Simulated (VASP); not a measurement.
Here is a VASP 6.6.1 calculation.

INCAR

```
PREC     = Accurate       # precision mode
ENCUT    = 520            # plane-wave cutoff, eV
EDIFF    = 1E-7           # SCF threshold, eV
ISMEAR   = 0              # smearing method
SIGMA    = 0.03           # smearing width, eV
LREAL    = False          # projectors in reciprocal space
LASPH    = True           # aspherical terms in the spheres
NELM     = 60             # most SCF steps
ALGO     = Normal         # electronic algorithm
ISIF     = 2              # what is computed and relaxed
LWAVE    = False          # write WAVECAR
LCHARG   = False          # write CHGCAR
GGA      = PS             # functional
NBANDS   = 27             # bands
```

File KPOINTS:

```
regular mesh
0
Gamma
  12 12 2
```

Contents of POSCAR:

```
InO
1.0
    3.6262944914      0.0000000000      0.0000000000
   -1.8131472457      3.1404631511      0.0000000000
    0.0000000000      0.0000000000     15.0832450000
In O
2 2
Direct
    0.6666666667      0.3333333333      0.5900210000
    0.6666666667      0.3333333333      0.4099790000
    0.0000000000      0.0000000000      0.6398670000
    0.0000000000      0.0000000000      0.3601330000
```

Potentials or basis: VASP PAW PBE potentials, release 64 (In_d, O).

The run is started by

```console
$ cat potpaw_PBE.64/In_d/POTCAR potpaw_PBE.64/O/POTCAR > POTCAR
$ mpirun -np 1 vasp_std > vasp.out
```

(1) Predict the band gap on the k mesh.

(2) What does it give for the largest force?

## Answers

(1) 0.26 eV (least direct gap 0.75 eV).

(2) 1.153 eV/Å.

Caveat: the cell differs from its parent crystal (strain +0.050 along x and y, -0.050 along z); the PAW data sets were made with another functional, which shifts forces and pressure a little; spin-orbit coupling is left out, which moves the levels of the heavy elements.
